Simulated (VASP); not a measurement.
## Hf2Si: single point with r2SCAN

Hf2Si:

```xyz
6
Lattice="-3.2754 3.2754 2.5828 3.2754 -3.2754 2.5828 3.2754 3.2754 -2.5828" Properties=species:S:1:pos:R:3 pbc="T T T"
Hf    1.0251    2.2503    2.5828
Hf    2.2503   -1.0251    2.5828
Hf    2.2503    1.0251    0.0000
Hf    1.0251    4.3004    0.0000
Si    0.0000    0.0000    3.8742
Si    0.0000    0.0000    1.2914
```

```json
{
  "Program": "VASP 6.6.1",
  "Task": "single point",
  "Functional": "r2SCAN",
  "Potentials or basis": "VASP PAW PBE potentials, release 64 (Hf_pv, Si)",
  "Cutoff": "520 eV",
  "k mesh": "8 × 8 × 8",
  "Occupations": "gaussian, width 0.1 eV",
  "Spin": "no spin polarisation"
}
```

```
Pressure               : -0.1 GPa
Band gap on the k mesh : zero (bands 24 and 25 overlap by 0.79 eV)
```

Stress tensor (GPa, compression positive):
```
 0.02  0.00  0.00
 0.00  0.02  0.00
 0.00  0.00 -0.21
```

Levels at points of the mesh, in eV from the Fermi level:
```csv
k point,band 22,band 23,band 24,band 25,band 26,band 27
"(0.00, 0.00, 0.00)",-1.43,-1.18,-1.01,2.20,2.26,2.30
"(0.50, 0.00, 0.00)",-0.84,-0.56,-0.56,0.19,0.19,2.14
"(0.50, 0.50, 0.00)",-1.20,-0.86,-0.55,1.40,1.47,1.84
"(0.50, 0.50, 0.50)",-0.55,0.09,0.35,0.41,0.41,1.44
```

It took 16 min on 1 thread of Intel Xeon 8259CL (shared host), peak memory 0.37 GiB.

Caveat: the PAW data sets were made with another functional, which shifts forces and pressure a little; spin-orbit coupling is left out, which moves the levels of the heavy elements.
